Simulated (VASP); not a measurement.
# Rh (a cell with a defect) in VASP: further runs

The runs below take Rh (a cell with a defect) through single point, with PBE.

All numbers are computed with VASP 6.6.1; they aren't measurements. Logs are shortened: lines on timing, memory, paths and dates and some standing lists are left out, and cuts for length are marked.

## Step 1: The cell of the first run

The cell holds a defect, 7 atoms: a = 5.368 Å, b = 5.368 Å, c = 5.368 Å, α = 60.00°, β = 60.00°, γ = 60.00°.

## Step 2: Single point, PBE

The input, INCAR:

```
SYSTEM = Rh
PREC = Accurate ; ENCUT = 520
EDIFF = 1E-6 ; ISMEAR = -1
SIGMA = 0.1 ; LREAL = .FALSE.
LASPH = .TRUE. ; NELM = 80
ALGO = Normal ; ISIF = 2
LWAVE = .FALSE. ; LCHARG = .FALSE.
GGA = PE ; NBANDS = 62
```

The input, KPOINTS:

```
regular mesh
0
G
  2 2 2
  0 0 0
```

The input, POSCAR:

```
Rh
1.0
    0.0000000000      3.7957000000      3.7957000000
    3.7957000000      0.0000000000      3.7957000000
    3.7957000000      3.7957000000      0.0000000000
Rh
7
Direct
    0.0000000000      0.0000000000      0.3770105646
    0.0060007377      0.5187659720     -0.0123231551
   -0.0060007377      0.4812340280      0.5124435545
    0.5187659720      0.0060007377     -0.0123231551
    0.4812340280     -0.0060007377      0.5124435545
    0.5000000000      0.5000000000      0.0025402429
    0.5000000000      0.5000000000      0.4952085254
```

Potentials or basis: VASP PAW PBE potentials, release 64 (Rh_pv).

Launch:

```bash
cat potpaw_PBE.64/Rh_pv/POTCAR > POTCAR
mpirun -np 1 vasp_std > vasp.out
```

OUTCAR:

```text
SYSTEM = Rh
   PREC = Accurate
   ENCUT = 520
   EDIFF = 1E-6
   ISMEAR = -1
   LREAL = .FALSE.
   LASPH = .TRUE.
   NELM = 80
   ISIF = 2
   GGA = PE

 ion  position               nearest neighbor table
   1  0.000  0.000  0.377-   4 2.52   2 2.52   3 2.52   5 2.52   7 2.76   7 2.76   3 3.00   5 3.00
                             2 3.00   4 3.00   6 3.35   6 3.35
   2  0.006  0.519  0.988-   1 2.52   4 2.62   6 2.64   7 2.65   3 2.69   3 2.69   7 2.72   6 2.73
                             4 2.75   1 3.00
   3  0.994  0.481  0.512-   1 2.52   5 2.62   6 2.64   7 2.65   2 2.69   2 2.69   7 2.72   6 2.73
                             5 2.75   1 3.00
   4  0.519  0.006  0.988-   1 2.52   2 2.62   6 2.64   7 2.65   5 2.69   5 2.69   7 2.72   6 2.73
                             2 2.75   1 3.00
   5  0.481  0.994  0.512-   1 2.52   3 2.62   6 2.64   7 2.65   4 2.69   4 2.69   7 2.72   6 2.73
                             3 2.75   1 3.00
   6  0.500  0.500  0.003-   2 2.64   4 2.64   3 2.64   5 2.64   7 2.64   7 2.72   5 2.73   3 2.73
                             2 2.73   4 2.73   1 3.35   1 3.35
   7  0.500  0.500  0.495-   6 2.64   5 2.65   3 2.65   2 2.65   4 2.65   4 2.72   2 2.72   5 2.72
                             3 2.72   6 2.72   1 2.76   1 2.76

  LATTYP: Found a face centered cubic cell.
 ALAT       =     7.5914000000

  Lattice vectors:

 A1 = (   0.0000000000,   3.7957000000,   3.7957000000)
 A2 = (   3.7957000000,   0.0000000000,   3.7957000000)
 A3 = (   3.7957000000,   3.7957000000,   0.0000000000)

Analysis of symmetry for initial positions (statically):
=====================================================================
 Subroutine PRICEL returns:
 Original cell was already a primitive cell.

 Routine SETGRP: Setting up the symmetry group for a
 face centered cubic supercell.

 Subroutine GETGRP returns: Found  4 space group operations
 (whereof  4 operations were pure point group operations)
 out of a pool of 48 trial point group operations.

The static configuration has the point symmetry C_2v.

Analysis of symmetry for dynamics (positions and initial velocities):
=====================================================================
 Subroutine PRICEL returns:
 Original cell was already a primitive cell.

 Routine SETGRP: Setting up the symmetry group for a
 face centered cubic supercell.

 Subroutine GETGRP returns: Found  4 space group operations
 (whereof  4 operations were pure point group operations)
 out of a pool of 48 trial point group operations.

The dynamic configuration has the point symmetry C_2v.

 Subroutine INISYM returns: Found  4 space group operations
 (whereof  4 operations are pure point group operations),
 and found     1 'primitive' translations

----------------------------------------------------------------------------------------

                                     Primitive cell

  volume of cell :     109.3719

  direct lattice vectors                    reciprocal lattice vectors
     0.000000000  3.795700000  3.795700000    -0.131728008  0.131728008  0.131728008
     3.795700000  0.000000000  3.795700000     0.131728008 -0.131728008  0.131728008
     3.795700000  3.795700000  0.000000000     0.131728008  0.131728008 -0.131728008

  length of vectors
     5.367930419  5.367930419  5.367930419     0.228159603  0.228159603  0.228159603

  position of ions in fractional coordinates (direct lattice)
     0.000000000  0.000000000  0.377010565
     0.006000738  0.518765972  0.987676845
     0.993999262  0.481234028  0.512443555
     0.518765972  0.006000738  0.987676845
     0.481234028  0.993999262  0.512443555
     0.500000000  0.500000000  0.002540243
     0.500000000  0.500000000  0.495208525

  ion indices of the primitive-cell ions
   primitive index   ion index
                 1           1
                 2           2
                 3           3
                 4           4
                 5           5
                 6           6
                 7           7

----------------------------------------------------------------------------------------

 KPOINTS: regular mesh

Automatic generation of k-mesh.
 Grid dimensions read from file:
 generate k-points for:    2    2    2

 Generating k-lattice:

  Cartesian coordinates                     Fractional coordinates (reciprocal lattice)
    -0.065864004  0.065864004  0.065864004     0.500000000  0.000000000  0.000000000
     0.065864004 -0.065864004  0.065864004     0.000000000  0.500000000  0.000000000
     0.065864004  0.065864004 -0.065864004     0.000000000  0.000000000  0.500000000

  Length of vectors
     0.114079801  0.114079801  0.114079801

  Shift w.r.t. Gamma in fractional coordinates (k-lattice)
     0.000000000  0.000000000  0.000000000

 Subroutine IBZKPT returns following result:
 ===========================================

 Found      5 irreducible k-points:

 Following reciprocal coordinates:
            Coordinates               Weight
  0.000000  0.000000  0.000000      1.000000
  0.500000  0.000000  0.000000      2.000000
  0.000000  0.000000  0.500000      2.000000
  0.500000  0.500000  0.000000      1.000000
  0.000000  0.500000  0.500000      2.000000
   k-points           NKPTS =      5   k-points in BZ     NKDIM =      5   number of bands    NBANDS=     62
   number of dos      NEDOS =    301   number of ions     NIONS =      7
   total plane-waves  NPLWV =  64000
   dimension x,y,z NGX =    40 NGY =   40 NGZ =   40
   dimension x,y,z NGXF=    80 NGYF=   80 NGZF=   80
   ions per type =               7
   NGX,Y,Z   is equivalent  to a cutoff of  12.39, 12.39, 12.39 a.u.
   NGXF,Y,Z  is equivalent  to a cutoff of  24.78, 24.78, 24.78 a.u.
 SYSTEM =  Rh
   PREC   = accura    normal or accurate (medium, high low for compatibility)
   ISTART =      0    job   : 0-new  1-cont  2-samecut
   ICHARG =      2    charge: 1-file 2-atom 10-const
   ISPIN  =      1    spin polarized calculation?
   LNONCOLLINEAR =      F non collinear calculations
   LSORBIT =      F    spin-orbit coupling
   LASPH  =      T    aspherical Exc in radial PAW
   ENCUT  =  520.0 eV  38.22 Ry    6.18 a.u.   9.98  9.98  9.98*2*pi/ulx,y,z
   NELM   =     80;   NELMIN=  2; NELMDL= -5     # of ELM steps
   EDIFF  = 0.1E-05   stopping-criterion for ELM
   LREAL  =      F    real-space projection
   EDIFFG = 0.1E-04   stopping-criterion for IOM
   NSW    =      0    number of steps for IOM
   IBRION =     -1    ionic relax: 0-MD 1-quasi-New 2-CG
   NFREE  =      0    steps in history (QN), initial steepest desc. (CG)
   ISIF   =      2    stress and relaxation
   ISYM   =      2    0-nonsym 1-usesym 2-fastsym
   POTIM  = 0.5000    time-step for ionic-motion
   TEBEG  =    0.0;   TEEND  =   0.0 temperature during run
   PSTRESS=    0.0 pullay stress
   NELECT =     105.0000    total number of electrons
   NUPDOWN=      -1.0000    fix difference up-down
   EMIN   =  10.00;   EMAX   =-10.00  energy-range for DOS
   EFERMI =   0.00;   METHOD = LEGACY
   ISMEAR =    -1;   SIGMA  =   0.10  broadening in eV -4-tet -1-fermi 0-gaus
   EFERMI_NEDOS =   21; number of points for ismear=-14 and -15
   IALGO  =     38    algorithm
   IMIX   =      4    mixing-type and parameters
     AMIX     =   0.40;   BMIX     =  1.00
     AMIX_MAG =   1.60;   BMIX_MAG =  1.00
  volume/ion in A,a.u.               =      15.62       105.44
  Fermi-wavevector in a.u.,A,eV,Ry     =   1.614988  3.051885 35.486542  2.608187
  Thomas-Fermi vector in A             =   2.709808
   LORBIT       =      0    0 simple, 1 ext, 2 COOP (PROOUT), +10 PAW based schemes
   GGA     = PE    functional components
   LHFCALC =     F    Hartree Fock is set to
   AEXX    =    0.0000 exact exchange contribution
   IVDW    =     0    specifies the selected vdW correction
   LEPSILON=     F    determine dielectric tensor
   LRPA    =     F    only Hartree local field effects (RPA)
 non-spin polarized calculation
  energy-cutoff  :      520.00
  volume of cell :      109.37
 maximum number of plane-waves:      2954
 NGX is ok and might be reduce to    40
   NGX = 19   NGY = 19   NGZ = 19

 number of electron     105.0000010 magnetization

 Free energy of the ion-electron system (eV)
  ---------------------------------------------------
  ext. energy  EPLUGINS =         0.00000000
  ---------------------------------------------------
  free energy    TOTEN  =       -50.37594238 eV

  energy without entropy =      -50.05264053  energy(sigma->0) =      -50.21429145

 E-fermi :   9.4909     XC(G=0): -13.0775

 val. band max:        9.4215379765   @ k =   0.0000   0.5000   0.5000
 cond. band min:       9.4993499081   @ k =   0.5000   0.0000   0.0000
 fundamental gap:      0.0778119315
 Fermi energy:         9.4908694112

 k-point     1 :       0.0000    0.0000    0.0000
  band No.  band energies     occupation
      1     -37.3470      2.00000
      2     -37.2389      2.00000
      3     -37.2020      2.00000
      4     -37.1694      2.00000
      5     -36.9484      2.00000
      6     -36.8881      2.00000
[... 54 lines left out ...]
     61      12.1195      0.00000
     62      14.1777      0.00000

 k-point     2 :       0.5000    0.0000    0.0000
  band No.  band energies     occupation
      1     -37.2761      2.00000
      2     -37.1322      2.00000
      3     -37.1056      2.00000
      4     -37.0073      2.00000
      5     -36.9760      2.00000
      6     -36.9271      2.00000
[... 54 lines left out ...]
     61      13.9023      0.00000
     62      14.7194      0.00000

 k-point     3 :       0.0000    0.0000    0.5000
  band No.  band energies     occupation
      1     -37.2991      2.00000
      2     -37.1686      2.00000
      3     -37.1207      2.00000
      4     -37.0061      2.00000
      5     -36.9217      2.00000
      6     -36.8678      2.00000
[... 54 lines left out ...]
     61      14.0324      0.00000
     62      14.3620      0.00000

 k-point     4 :       0.5000    0.5000    0.0000
  band No.  band energies     occupation
      1     -37.2571      2.00000
      2     -37.1031      2.00000
      3     -37.0131      2.00000
      4     -36.9643      2.00000
      5     -36.9548      2.00000
      6     -36.8747      2.00000
[... 54 lines left out ...]
     61      13.2699      0.00000
     62      13.4982      0.00000

 k-point     5 :       0.0000    0.5000    0.5000
  band No.  band energies     occupation
      1     -37.2684      2.00000
      2     -37.0954      2.00000
      3     -37.0616      2.00000
      4     -37.0002      2.00000
      5     -36.9300      2.00000
      6     -36.8588      2.00000
[... 54 lines left out ...]
     61      13.0487      0.00000
     62      13.1226      0.00000

------------------------ aborting loop because EDIFF is reached ----------------------------------------

  FORCE on cell =-STRESS in cart. coord.  units (eV):
  Direction    XX          YY          ZZ          XY          YZ          ZX
  --------------------------------------------------------------------------------------
  -------------------------------------------------------------------------------------
  Total       -4.8195333     -4.8195333     -1.4343560      0.4397274      0.0000000      0.0000000
  in kB      -70.6008509    -70.6008509    -21.0117343      6.4415216      0.0000000      0.0000000
  external PRESSURE =     -54.0711453 kB  Pullay stress =       0.0000000 kB

 VOLUME and BASIS-vectors are now :
 -----------------------------------------------------------------------------
  energy-cutoff  :      520.00
  volume of cell :      109.37
      direct lattice vectors                 reciprocal lattice vectors
     0.000000000  3.795700000  3.795700000    -0.131728008  0.131728008  0.131728008
     3.795700000  0.000000000  3.795700000     0.131728008 -0.131728008  0.131728008
     3.795700000  3.795700000  0.000000000     0.131728008  0.131728008 -0.131728008

 POSITION                                       TOTAL-FORCE (eV/Angst)
 -----------------------------------------------------------------------------------
      1.43102      1.43102      0.00000         1.067153      1.067153     -0.000000
      5.71801      3.77170      1.99186        -0.221820     -0.132041     -0.163372
      3.77170      5.71800      5.59954        -0.132041     -0.221820      0.163372
      3.77170      5.71801      1.99186        -0.132041     -0.221820     -0.163372
      5.71800      3.77170      5.59954        -0.221820     -0.132041      0.163372
      1.90749      1.90749      3.79570        -0.180479     -0.180479      0.000000
      3.77751      3.77751      3.79570        -0.178953     -0.178953     -0.000000
 -----------------------------------------------------------------------------------
    total drift:                               -0.000154     -0.000154     -0.000001

  FREE ENERGIE OF THE ION-ELECTRON SYSTEM (eV)
  ---------------------------------------------------
  free  energy   TOTEN  =       -50.3759423832 eV

  energy  without entropy=      -50.0526405261  energy(sigma->0) =      -50.21429145
```

It took 42 s on 1 thread of Intel Xeon Platinum 8559C (Emerald Rapids), shared host; peak memory 0.24 GiB.

What came out:

* Free energy: -50.3759 eV
* Pressure: -5.4 GPa
* Largest force: 1.509 eV/Å

Forces on the atoms (eV/Å):
```
Rh   1.067  1.067  0.000
Rh  -0.222 -0.132 -0.163
Rh  -0.132 -0.222  0.163
Rh  -0.132 -0.222 -0.163
Rh  -0.222 -0.132  0.163
Rh  -0.180 -0.180  0.000
Rh  -0.179 -0.179  0.000
```

Levels at points of the mesh, in eV from the Fermi level:
```tsv
k point	band 51	band 52	band 53	band 54	band 55	band 56	band 57	band 58
(0.00, 0.00, 0.00)	1.07	1.14	1.18	1.20	1.26	1.40	1.54	1.74
(0.50, 0.00, 0.00)	-0.40	-0.28	0.01	0.41	0.54	1.16	1.20	1.26
(0.00, 0.00, 0.50)	-0.49	-0.32	-0.12	-0.07	0.53	0.97	1.10	1.35
(0.50, 0.50, 0.00)	-0.54	-0.45	-0.42	-0.36	0.34	0.39	0.71	1.56
(0.00, 0.50, 0.50)	-0.52	-0.41	-0.31	-0.07	0.06	0.09	0.21	1.17
```

Caveat: the k points lie up to 0.72 Å⁻¹ apart.

## Step 3: Single point, PBE

The input, INCAR:

```
PREC     = Accurate       # precision mode
ENCUT    = 520            # plane-wave cutoff, eV
EDIFF    = 1E-6           # SCF threshold, eV
ISMEAR   = -1             # smearing method
SIGMA    = 0.1            # smearing width, eV
LREAL    = F              # projectors in reciprocal space
LASPH    = T              # aspherical terms in the spheres
NELM     = 80             # most SCF steps
ALGO     = Normal         # electronic algorithm
ISIF     = 2              # what is computed and relaxed
LWAVE    = F              # write WAVECAR
LCHARG   = F              # write CHGCAR
GGA      = PE             # functional
NBANDS   = 62             # bands
```

The input, KPOINTS:

```
regular mesh
0
Gamma
  2 2 2
```

The input, POSCAR:

```
Rh
1.0
    0.0000000000      3.7957000000      3.7957000000
    3.7957000000      0.0000000000      3.7957000000
    3.7957000000      3.7957000000      0.0000000000
Rh
7
Direct
    0.0000000000      0.0000000000      0.1229894354
    0.0060007377      0.5187659720     -0.0124435545
   -0.0060007377      0.4812340280      0.5123231551
    0.5187659720      0.0060007377     -0.0124435545
    0.4812340280     -0.0060007377      0.5123231551
    0.5000000000      0.5000000000      0.0047914746
    0.5000000000      0.5000000000      0.4974597571
```

Potentials or basis: VASP PAW PBE potentials, release 64 (Rh_pv).

Launch:

```bash
cat potpaw_PBE.64/Rh_pv/POTCAR > POTCAR
mpirun -np 1 vasp_std > vasp.out
```

It took 46 s on 1 thread of Intel Xeon Platinum 8559C (Emerald Rapids), shared host; peak memory 0.24 GiB.

It converged, with:

```
Free energy   : -50.3759 eV
Pressure      : -5.4 GPa
Largest force : 1.509 eV/Å
```

Forces in eV/Å, atoms in the order of the input:
```
Rh  -1.067 -1.067  0.000
Rh   0.132  0.222 -0.163
Rh   0.222  0.132  0.163
Rh   0.222  0.132 -0.163
Rh   0.132  0.222  0.163
Rh   0.179  0.179  0.000
Rh   0.180  0.180  0.000
```

Stress tensor (GPa, compression positive):
```
-7.06  0.64  0.00
 0.64 -7.06  0.00
 0.00  0.00 -2.10
```

Levels at points of the mesh, in eV from the Fermi level:
| k point | band 52 | band 53 | band 54 | band 55 | band 56 | band 57 |
| --- | --- | --- | --- | --- | --- | --- |
| (0.00, 0.00, 0.00) | 1.14 | 1.18 | 1.20 | 1.26 | 1.40 | 1.54 |
| (0.50, 0.00, 0.00) | -0.28 | 0.01 | 0.41 | 0.54 | 1.16 | 1.20 |
| (0.00, 0.00, 0.50) | -0.32 | -0.12 | -0.07 | 0.53 | 0.97 | 1.10 |
| (0.50, 0.50, 0.00) | -0.45 | -0.42 | -0.36 | 0.34 | 0.39 | 0.71 |
| (0.00, 0.50, 0.50) | -0.41 | -0.31 | -0.07 | 0.06 | 0.09 | 0.21 |

Caveat: the k points lie up to 0.72 Å⁻¹ apart.
